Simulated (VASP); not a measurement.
SnH:

```xyz
2
Lattice="3.0649 0.0000 0.0000 0.0000 3.0649 0.0000 0.0000 0.0000 3.3342" Properties=species:S:1:pos:R:3 pbc="T T T"
Sn    0.0000    0.0000    0.0000
H     1.5324    1.5324    1.6671
```

The cell was generated, and may not be a known phase.

| Quantity | Value |
| --- | --- |
| Program | VASP 6.6.1 |
| Task | relaxation of cell and atoms |
| Functional | PBE |
| Potentials or basis | VASP PAW PBE potentials, release 64 (Sn_d, H) |
| Cutoff | 600 eV |
| k mesh | 18 × 18 × 16 |
| Occupations | gaussian, width 0.1 eV |
| Spin | no spin polarisation |

At the start: pressure -0.5 GPa; volume 15.66 Å³/atom.

Question: How do energy, volume and symmetry change on relaxing?

Answer: Over 9 steps the energy falls by 10.8 meV/atom and the volume is 15.35 Å³/atom (-2.0 %); space group P4/mmm (No. 123, to 0.1 Å) before, Pm-3m (No. 221, to 0.1 Å).

The path:
```csv
step,energy change (eV),largest force (eV/Å),pressure (GPa),volume (Å³)
1,0.0000,0.0000,-0.49,31.32
2,-0.0087,0.0000,-0.28,31.10
3,-0.0176,0.0000,0.09,30.75
4,-0.0154,0.0000,1.43,30.00
5,-0.0207,0.0000,0.40,30.48
6,-0.0208,0.0000,0.67,30.33
7,-0.0209,0.0000,0.59,30.38
8,-0.0215,0.0000,-0.06,30.75
9,-0.0216,0.0000,0.05,30.70
```

Final structure:
```yaml
crystal:
  lattice:
    - [3.12784, 0.00000, 0.00000]
    - [0.00000, 3.12784, 0.00000]
    - [0.00000, 0.00000, 3.13767]
  atoms:
    - { symbol: Sn, position: [0.00000, 0.00000, 0.00000] }
    - { symbol: H, position: [0.50000, 0.50000, 0.50000] }
```

Caveat: an odd number of electrons without spin polarisation forces a metal; a magnetic or distorted state may lie lower.
